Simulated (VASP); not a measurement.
# Si5F (P-6m2) in VASP: further runs

The runs below take Si5F through single point, with PBE.

Program: VASP 6.6.1. These are calculated values, not measurements. Logs are shortened: lines on timing, memory, paths and dates and some standing lists are left out, and cuts for length are marked.

## Step 1: The cell of the first run

Symmetry: P-6m2, No. 187, hexagonal system. Conventional cell: a = 2.873 Å, b = 2.873 Å, c = 14.747 Å, α = 90.00°, β = 90.00°, γ = 120.00°. Within 3.8 Å of Si (site symmetry 3m) lie 9 Si at 2.87 Å and 3 F at 3.15 Å. Within 3.8 Å of Si (site symmetry 3m) lie 12 Si at 2.87 to 2.88 Å. Si (site symmetry -6m2) has 12 Si at 2.87 to 2.88 Å within 3.8 Å. F (site symmetry -6m2) has 6 F at 2.87 Å and 6 Si at 3.15 Å within 3.8 Å.

The cell was built from a structure type or drawn by symmetry, and may not be a known phase.

## Step 2: Single point, PBE

INCAR

```
PREC = Accurate
ENCUT = 520
EDIFF = 1E-6
ISMEAR = 0
SIGMA = 0.1
LREAL = F
LASPH = T
NELM = 60
ALGO = Normal
ISIF = 2
LWAVE = F
LCHARG = F
GGA = PE
NBANDS = 22
```

KPOINTS

```
regular mesh
0
Gamma
  6 6 2
```

POSCAR

```
Si5F
1.0
    2.8730201800      0.0000000000      0.0000000000
   -1.4365100900      2.4881084700      0.0000000000
    0.0000000000      0.0000000000     14.7469713100
Si F
5 1
Direct
    0.6666666700      0.3333333300      0.8184250000
    0.3333333300      0.6666666700      0.6598208500
    0.6666666700      0.3333333300      0.5000000000
    0.3333333300      0.6666666700      0.3401791500
    0.6666666700      0.3333333300      0.1815750000
    0.3333333300      0.6666666700      0.0000000000
```

Potentials or basis: VASP PAW PBE potentials, release 64 (Si, F).

On the command line:

```
cat potpaw_PBE.64/Si/POTCAR potpaw_PBE.64/F/POTCAR > POTCAR
mpirun -np 1 vasp_std > vasp.out
```

OUTCAR:

```text
PREC = Accurate
   ENCUT = 520
   EDIFF = 1E-6
   ISMEAR = 0
   LREAL = F
   LASPH = T
   NELM = 60
   ISIF = 2
   GGA = PE

 ion  position               nearest neighbor table
   1  0.667  0.333  0.818-   2 2.87   2 2.87   2 2.87
   2  0.333  0.667  0.660-   1 2.87   1 2.87   1 2.87   3 2.88   3 2.88   3 2.88
   3  0.667  0.333  0.500-   2 2.88   4 2.88   2 2.88   4 2.88   2 2.88   4 2.88
   4  0.333  0.667  0.340-   5 2.87   5 2.87   5 2.87   3 2.88   3 2.88   3 2.88
   5  0.667  0.333  0.182-   4 2.87   4 2.87   4 2.87
   6  0.333  0.667  0.000-

  LATTYP: Found a hexagonal cell.
 ALAT       =     2.8730201800
 C/A-ratio  =     5.1329160208

  Lattice vectors:

 A1 = (   2.8730201800,   0.0000000000,   0.0000000000)
 A2 = (  -1.4365100900,   2.4881084700,   0.0000000000)
 A3 = (   0.0000000000,   0.0000000000,  14.7469713100)

Analysis of symmetry for initial positions (statically):
=====================================================================
 Subroutine PRICEL returns:
 Original cell was already a primitive cell.

 Routine SETGRP: Setting up the symmetry group for a
 hexagonal supercell.

 Subroutine GETGRP returns: Found 12 space group operations
 (whereof 12 operations were pure point group operations)
 out of a pool of 24 trial point group operations.

The static configuration has the point symmetry D_3h.

Analysis of symmetry for dynamics (positions and initial velocities):
=====================================================================
 Subroutine PRICEL returns:
 Original cell was already a primitive cell.

 Routine SETGRP: Setting up the symmetry group for a
 hexagonal supercell.

 Subroutine GETGRP returns: Found 12 space group operations
 (whereof 12 operations were pure point group operations)
 out of a pool of 24 trial point group operations.

The dynamic configuration has the point symmetry D_3h.

 Subroutine INISYM returns: Found 12 space group operations
 (whereof 12 operations are pure point group operations),
 and found     1 'primitive' translations

----------------------------------------------------------------------------------------

                                     Primitive cell

  volume of cell :     105.4170

  direct lattice vectors                    reciprocal lattice vectors
     2.873020180  0.000000000  0.000000000     0.348065777  0.200955869  0.000000000
    -1.436510090  2.488108470  0.000000000     0.000000000  0.401911738  0.000000000
     0.000000000  0.000000000 14.746971310     0.000000000  0.000000000  0.067810534

  length of vectors
     2.873020180  2.873020187 14.746971310     0.401911739  0.401911738  0.067810534

  position of ions in fractional coordinates (direct lattice)
     0.666666670  0.333333330  0.818425000
     0.333333330  0.666666670  0.659820850
     0.666666670  0.333333330  0.500000000
     0.333333330  0.666666670  0.340179150
     0.666666670  0.333333330  0.181575000
     0.333333330  0.666666670  0.000000000

  ion indices of the primitive-cell ions
   primitive index   ion index
                 1           1
                 2           2
                 3           3
                 4           4
                 5           5
                 6           6

----------------------------------------------------------------------------------------

 KPOINTS: regular mesh

Automatic generation of k-mesh.
 Grid dimensions read from file:
 generate k-points for:    6    6    2

 Generating k-lattice:

  Cartesian coordinates                     Fractional coordinates (reciprocal lattice)
     0.058010963  0.033492645  0.000000000     0.166666667  0.000000000  0.000000000
     0.000000000  0.066985290  0.000000000     0.000000000  0.166666667  0.000000000
     0.000000000  0.000000000  0.033905267     0.000000000  0.000000000  0.500000000

  Length of vectors
     0.066985290  0.066985290  0.033905267

  Shift w.r.t. Gamma in fractional coordinates (k-lattice)
     0.000000000  0.000000000  0.000000000

 Subroutine IBZKPT returns following result:
 ===========================================

 Found     14 irreducible k-points:

 Following reciprocal coordinates:
            Coordinates               Weight
  0.000000  0.000000  0.000000      1.000000
  0.166667  0.000000  0.000000      6.000000
  0.333333  0.000000  0.000000      6.000000
  0.500000  0.000000  0.000000      3.000000
  0.166667  0.166667  0.000000      6.000000
  0.333333  0.166667  0.000000     12.000000
  0.333333  0.333333  0.000000      2.000000
  0.000000  0.000000  0.500000      1.000000
  0.166667  0.000000  0.500000      6.000000
  0.333333  0.000000  0.500000      6.000000
  0.500000  0.000000  0.500000      3.000000
  0.166667  0.166667  0.500000      6.000000
  0.333333  0.166667  0.500000     12.000000
  0.333333  0.333333  0.500000      2.000000
   k-points           NKPTS =     14   k-points in BZ     NKDIM =     14   number of bands    NBANDS=     22
   number of dos      NEDOS =    301   number of ions     NIONS =      6
   total plane-waves  NPLWV =  64512
   dimension x,y,z NGX =    24 NGY =   24 NGZ =  112
   dimension x,y,z NGXF=    48 NGYF=   48 NGZF=  224
   ions per type =               5   1
   NGX,Y,Z   is equivalent  to a cutoff of  13.89, 13.89, 12.63 a.u.
   NGXF,Y,Z  is equivalent  to a cutoff of  27.77, 27.77, 25.25 a.u.
 SYSTEM =  unknown system
   PREC   = accura    normal or accurate (medium, high low for compatibility)
   ISTART =      0    job   : 0-new  1-cont  2-samecut
   ICHARG =      2    charge: 1-file 2-atom 10-const
   ISPIN  =      1    spin polarized calculation?
   LNONCOLLINEAR =      F non collinear calculations
   LSORBIT =      F    spin-orbit coupling
   LASPH  =      T    aspherical Exc in radial PAW
   ENCUT  =  520.0 eV  38.22 Ry    6.18 a.u.   5.34  5.34 27.42*2*pi/ulx,y,z
   NELM   =     60;   NELMIN=  2; NELMDL= -5     # of ELM steps
   EDIFF  = 0.1E-05   stopping-criterion for ELM
   LREAL  =      F    real-space projection
[... 7 lines left out ...]
   TEBEG  =    0.0;   TEEND  =   0.0 temperature during run
   PSTRESS=    0.0 pullay stress
   NELECT =      27.0000    total number of electrons
   NUPDOWN=      -1.0000    fix difference up-down
   EMIN   =  10.00;   EMAX   =-10.00  energy-range for DOS
   EFERMI =   0.00;   METHOD = LEGACY
   ISMEAR =     0;   SIGMA  =   0.10  broadening in eV -4-tet -1-fermi 0-gaus
   EFERMI_NEDOS =   21; number of points for ismear=-14 and -15
   IALGO  =     38    algorithm
   IMIX   =      4    mixing-type and parameters
     AMIX     =   0.40;   BMIX     =  1.00
     AMIX_MAG =   1.60;   BMIX_MAG =  1.00
  volume/ion in A,a.u.               =      17.57       118.56
  Fermi-wavevector in a.u.,A,eV,Ry     =   1.039663  1.964678 14.706518  1.080899
  Thomas-Fermi vector in A             =   2.174203
   LORBIT       =      0    0 simple, 1 ext, 2 COOP (PROOUT), +10 PAW based schemes
   GGA     = PE    functional components
   LHFCALC =     F    Hartree Fock is set to
   AEXX    =    0.0000 exact exchange contribution
   IVDW    =     0    specifies the selected vdW correction
   LEPSILON=     F    determine dielectric tensor
   LRPA    =     F    only Hartree local field effects (RPA)
 non-spin polarized calculation
 Gauss-broadening in eV      SIGMA  =   0.10
  energy-cutoff  :      520.00
  volume of cell :      105.42
 maximum number of plane-waves:      2875
 NGX is ok and might be reduce to    24
   NGX = 11   NGY = 11   NGZ = 55

 number of electron      26.9999987 magnetization

 Free energy of the ion-electron system (eV)
  ---------------------------------------------------
  ext. energy  EPLUGINS =         0.00000000
  ---------------------------------------------------
  free energy    TOTEN  =       -25.89489162 eV

  energy without entropy =      -25.85593458  energy(sigma->0) =      -25.87541310

 E-fermi :   5.5363     XC(G=0):  -9.9370

 val. band max:        5.5263679965   @ k =   0.3333   0.3333   0.5000
 cond. band min:       5.5790502345   @ k =   0.1667   0.1667   0.5000
 fundamental gap:      0.0526822380
 Fermi energy:         5.5363163702

 k-point     1 :       0.0000    0.0000    0.0000
  band No.  band energies     occupation
      1     -14.2293      2.00000
      2      -7.3406      2.00000
      3      -6.7063      2.00000
      4      -5.5890      2.00000
      5      -4.0676      2.00000
      6      -2.3837      2.00000
[... 14 lines left out ...]
     21      14.3066      0.00000
     22      14.3266      0.00000

 k-point     2 :       0.1667    0.0000    0.0000
  band No.  band energies     occupation
      1     -14.1451      2.00000
      2      -6.6941      2.00000
      3      -6.0616      2.00000
      4      -4.9491      2.00000
      5      -3.4299      2.00000
      6      -1.7511      2.00000
[... 14 lines left out ...]
     21      12.1969      0.00000
     22      12.6596      0.00000

 k-point     3 :       0.3333    0.0000    0.0000
  band No.  band energies     occupation
      1     -13.9720      2.00000
      2      -4.7725      2.00000
      3      -4.1461      2.00000
      4      -3.0490      2.00000
      5      -1.5410      2.00000
      6       0.1064      2.00000
[... 14 lines left out ...]
     21      10.5984      0.00000
     22      10.7272      0.00000

 k-point     4 :       0.5000    0.0000    0.0000
  band No.  band energies     occupation
      1     -13.8830      2.00000
      2      -2.0243      2.00000
      3      -1.4104      2.00000
      4      -1.1141      2.00000
      5      -0.5231      2.00000
      6      -0.3756      2.00000
[... 14 lines left out ...]
     21      10.0358      0.00000
     22      10.0463      0.00000

 k-point     5 :       0.1667    0.1667    0.0000
  band No.  band energies     occupation
      1     -14.0161      2.00000
      2      -5.4092      2.00000
      3      -4.7806      2.00000
      4      -3.6779      2.00000
      5      -2.1651      2.00000
      6      -0.5012      2.00000
[... 14 lines left out ...]
     21      10.0443      0.00000
     22      10.5470      0.00000

 k-point     6 :       0.3333    0.1667    0.0000
  band No.  band energies     occupation
      1     -13.8836      2.00000
      2      -2.8892      2.00000
      3      -2.2704      2.00000
      4      -1.1937      2.00000
      5       0.2729      2.00000
      6       0.9008      2.00000
[... 14 lines left out ...]
     21       8.7686      0.00000
     22       9.2346      0.00000

 k-point     7 :       0.3333    0.3333    0.0000
  band No.  band energies     occupation
      1     -13.8392      2.00000
      2      -0.1405      2.00000
      3      -0.1248      2.00000
      4       0.4317      2.00000
      5       0.4863      2.00000
      6       1.1870      2.00000
[... 14 lines left out ...]
     21       7.8588      0.00000
     22       9.3456      0.00000

 k-point     8 :       0.0000    0.0000    0.5000
  band No.  band energies     occupation
      1     -14.2292      2.00000
      2      -7.3427      2.00000
      3      -6.6981      2.00000
      4      -5.6078      2.00000
      5      -4.0285      2.00000
      6      -2.4416      2.00000
[... 14 lines left out ...]
     21      14.3073      0.00000
     22      14.3085      0.00000

 k-point     9 :       0.1667    0.0000    0.5000
  band No.  band energies     occupation
      1     -14.1451      2.00000
      2      -6.6960      2.00000
      3      -6.0541      2.00000
      4      -4.9662      2.00000
      5      -3.3935      2.00000
      6      -1.8062      2.00000
[... 14 lines left out ...]
     21      12.1920      0.00000
     22      12.3550      0.00000

 k-point    10 :       0.3333    0.0000    0.5000
  band No.  band energies     occupation
      1     -13.9720      2.00000
      2      -4.7739      2.00000
      3      -4.1407      2.00000
      4      -3.0618      2.00000
      5      -1.5133      2.00000
      6       0.0631      2.00000
[... 14 lines left out ...]
     21      10.5898      0.00000
     22      10.7354      0.00000

 k-point    11 :       0.5000    0.0000    0.5000
  band No.  band energies     occupation
      1     -13.8831      2.00000
      2      -2.0254      2.00000
      3      -1.4062      2.00000
      4      -1.1133      2.00000
      5      -0.5296      2.00000
      6      -0.3776      2.00000
[... 14 lines left out ...]
     21      10.0360      0.00000
     22      10.0939      0.00000

 k-point    12 :       0.1667    0.1667    0.5000
  band No.  band energies     occupation
      1     -14.0161      2.00000
      2      -5.4107      2.00000
      3      -4.7745      2.00000
      4      -3.6922      2.00000
      5      -2.1342      2.00000
      6      -0.5500      2.00000
[... 14 lines left out ...]
     21      10.0044      0.00000
     22      10.5482      0.00000

 k-point    13 :       0.3333    0.1667    0.5000
  band No.  band energies     occupation
      1     -13.8836      2.00000
      2      -2.8902      2.00000
      3      -2.2668      2.00000
      4      -1.2018      2.00000
      5       0.2847      2.00000
      6       0.9057      2.00000
[... 14 lines left out ...]
     21       8.8405      0.00000
     22       9.2352      0.00000

 k-point    14 :       0.3333    0.3333    0.5000
  band No.  band energies     occupation
      1     -13.8393      2.00000
      2      -0.1385      2.00000
      3      -0.1273      2.00000
      4       0.4400      2.00000
      5       0.4749      2.00000
      6       1.2094      2.00000
[... 14 lines left out ...]
     21       7.6897      0.00000
     22       9.2053      0.00000

------------------------ aborting loop because EDIFF is reached ----------------------------------------

  FORCE on cell =-STRESS in cart. coord.  units (eV):
  Direction    XX          YY          ZZ          XY          YZ          ZX
  --------------------------------------------------------------------------------------
  -------------------------------------------------------------------------------------
  Total       -4.7859310     -4.7859311    -11.2082900      0.0000000      0.0000000     -0.0000000
  in kB      -72.7388106    -72.7388111   -170.3488161      0.0000000      0.0000000     -0.0000000
  external PRESSURE =    -105.2754793 kB  Pullay stress =       0.0000000 kB

 VOLUME and BASIS-vectors are now :
 -----------------------------------------------------------------------------
  energy-cutoff  :      520.00
  volume of cell :      105.42
      direct lattice vectors                 reciprocal lattice vectors
     2.873020180  0.000000000  0.000000000     0.348065777  0.200955869  0.000000000
    -1.436510090  2.488108470  0.000000000     0.000000000  0.401911738  0.000000000
     0.000000000  0.000000000 14.746971310     0.000000000  0.000000000  0.067810534

 POSITION                                       TOTAL-FORCE (eV/Angst)
 -----------------------------------------------------------------------------------
      1.43651      0.82937     12.06929        -0.000000      0.000000      0.628007
     -0.00000      1.65874      9.73036        -0.000000      0.000000     -0.178856
      1.43651      0.82937      7.37349        -0.000000      0.000000      0.000000
     -0.00000      1.65874      5.01661        -0.000000      0.000000      0.178856
      1.43651      0.82937      2.67768        -0.000000      0.000000     -0.628007
     -0.00000      1.65874      0.00000         0.000000     -0.000000      0.000000
 -----------------------------------------------------------------------------------
    total drift:                                0.000026     -0.000015      0.000000

  FREE ENERGIE OF THE ION-ELECTRON SYSTEM (eV)
  ---------------------------------------------------
  free  energy   TOTEN  =       -25.8948916204 eV

  energy  without entropy=      -25.8559345816  energy(sigma->0) =      -25.87541310
```

Run time: 56 s. Hardware: 1 thread of Intel Xeon Platinum 8259CL at 2.50GHz (Skylake/Cascade Lake), shared host; peak memory 0.24 GiB.

Results:

```
Free energy            : -25.8949 eV
Pressure               : -10.5 GPa
Largest force          : 0.628 eV/Å
Band gap on the k mesh : zero (an odd number of electrons rules out a gap without spin polarisation)
```

Forces on the atoms (eV/Å):
```
Si   0.000  0.000  0.628
Si   0.000  0.000 -0.179
Si   0.000  0.000  0.000
Si   0.000  0.000  0.179
Si   0.000  0.000 -0.628
F    0.000  0.000  0.000
```

Caveat: the k points lie up to 0.42 Å⁻¹ apart, too coarse for converged energies and pressures of a metal; an odd number of electrons without spin polarisation forces a metal; a magnetic or distorted state may lie lower.

## Step 3: Single point, PBE, collinear spin

This run uses another cell than the first one, of 14.18 Å³/atom.

INCAR

```
SYSTEM = Si5F
ALGO = Normal
EDIFF = 1E-7
ENCUT = 520
GGA = PE
ISIF = 2
ISMEAR = 0
ISPIN = 2
LASPH = .True.
LCHARG = .True.
LELF = .True.
LORBIT = 11
LREAL = .False.
LVHAR = .True.
LWAVE = .False.
MAGMOM = 0 0 0 0 0 1
NBANDS = 26
NELM = 150
PREC = Accurate
SIGMA = 0.1
```

KPOINTS

```
k-points
0
Gamma
  6 6 2
  0 0 0
```

POSCAR

```
Si5F
1.0
    2.8814331481      0.0000000000      0.0000000000
   -1.4407165741      2.4953943056      0.0000000000
    0.0000000000      0.0000000000     11.8365450491
Si F
5 1
Direct
    0.6666666667      0.3333333333      0.8384556192
    0.3333333333      0.6666666667      0.6660640215
    0.6666666667      0.3333333333      0.5000000000
    0.3333333333      0.6666666667      0.3339359785
    0.6666666667      0.3333333333      0.1615443808
    0.3333333333      0.6666666667      0.0000000000
```

Potentials or basis: VASP PAW PBE potentials, release 64 (Si, F).

On the command line:

```
cat potpaw_PBE.64/Si/POTCAR potpaw_PBE.64/F/POTCAR > POTCAR
mpirun -np 1 vasp_std > vasp.out
```

It took 96 s on 1 thread of Intel Xeon Platinum 8259CL at 2.50GHz (Skylake/Cascade Lake), shared host; peak memory 0.26 GiB.

It converged, with:

| Item | Value |
| --- | --- |
| Free energy | -28.1118 eV |
| Pressure | -0.1 GPa |
| Largest force | 0.010 eV/Å |
| Net moment | 0.00 μB per cell |
| Valence electrons inside the program's atomic spheres | Si 1.48, 1.57, 1.56 (each value once); F 6.02 |

Forces in eV/Å, atoms in the order of the input:
```
Si   0.000  0.000  0.001
Si   0.000  0.000 -0.010
Si   0.000  0.000  0.000
Si   0.000  0.000  0.010
Si   0.000  0.000 -0.001
F    0.000  0.000  0.000
```

Stress tensor (GPa, compression positive):
```
 0.01  0.00  0.00
 0.00  0.01  0.00
 0.00  0.00 -0.29
```

Levels at points of the mesh, in eV from the Fermi level:
Spin up:
| k point | band 11 | band 12 | band 13 | band 14 | band 15 | band 16 |
| --- | --- | --- | --- | --- | --- | --- |
| (0.00, 0.00, 0.00) | -0.77 | 4.12 | 5.56 | 5.56 | 5.81 | 6.46 |
| (0.50, 0.00, 0.00) | -4.27 | -3.12 | -1.27 | -0.63 | 0.63 | 1.40 |
| (0.00, 0.00, 0.50) | 0.81 | 2.53 | 5.56 | 5.56 | 6.48 | 6.48 |
| (0.50, 0.00, 0.50) | -4.35 | -3.19 | -1.59 | -0.15 | 0.54 | 1.39 |
Spin down:
| k point | band 10 | band 11 | band 12 | band 13 | band 14 | band 15 | band 16 | band 17 |
| --- | --- | --- | --- | --- | --- | --- | --- | --- |
| (0.00, 0.00, 0.00) | -2.06 | -0.77 | 4.12 | 5.56 | 5.56 | 5.81 | 6.46 | 6.46 |
| (0.50, 0.00, 0.00) | -4.35 | -4.27 | -3.12 | -1.27 | -0.63 | 0.63 | 1.40 | 2.33 |
| (0.00, 0.00, 0.50) | -3.88 | 0.81 | 2.53 | 5.56 | 5.56 | 6.48 | 6.48 | 7.49 |
| (0.50, 0.00, 0.50) | -4.35 | -4.35 | -3.19 | -1.59 | -0.15 | 0.54 | 1.39 | 2.20 |

Caveat: the k points lie up to 0.42 Å⁻¹ apart.
